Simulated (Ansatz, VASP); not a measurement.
## One calculation of RbBr, two programs

```xyz
2
Lattice="4.1261 0.0000 0.0000 0.0000 4.1261 0.0000 0.0000 0.0000 4.1261" Properties=species:S:1:pos:R:3 pbc="T T T"
Rb    0.0000    0.0000    0.0000
Br    2.0630    2.0630    2.0630
```

Alike in both runs: task electric field gradients; functional r2SCAN; k mesh 7 × 7 × 7; occupations fermi-dirac, width 0.03 eV; no spin polarisation.

|  | VASP | Ansatz |
| --- | --- | --- |
| version | VASP 6.6.1 | Ansatz 0.2.0 |
| potentials or method | VASP PAW PBE potentials, release 64 (Rb_sv, Br), cutoff 520 eV | all-electron PAW with datasets made for the crystal, scalar-relativistic |

```tsv
	VASP	Ansatz	Ansatz less VASP
gap on the k mesh at the Fermi level (eV)	4.85	4.85	-0.003
pressure (GPa)	0.0	0.0	-0.02
```

VASP's potentials were made for PBE, not for r2SCAN. Ansatz ran all-electron here, and VASP with PAW potentials.
